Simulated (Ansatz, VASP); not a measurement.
One calculation of CoSi2, two programs

```
Co Si
1.0
     0.00000    2.26497    2.26497
     2.26497    0.00000    2.26497
     2.26497    2.26497    0.00000
Co Si
1 2
Direct
  0.00000 0.00000 0.00000
  0.25000 0.25000 0.25000
  0.75000 0.75000 0.75000
```

Change from the starting cell: volume scaled by 0.62, LAPW.

Alike in both runs: task single point; functional PBEsol; k mesh 11 × 11 × 11; occupations fermi-dirac, width 0.1 eV; no spin polarisation.

```csv
,VASP,Ansatz
version,VASP 6.6.1,Ansatz 0.2.0
potentials or method,"VASP PAW PBE potentials, release 64 (Co, Si), cutoff 600 eV","all-electron LAPW, scalar-relativistic"
```

Ansatz gave:

* pressure (GPa): 255.6

Estimate VASP's values.

pressure (GPa): 259.9.

VASP's potentials were made for PBE, not for PBEsol. Both programs put the cell under a high pressure, so it lies far from rest at this level. Ansatz ran all-electron here, and VASP with PAW potentials.

Noted on VASP's run: the cell as given lies far from equilibrium.
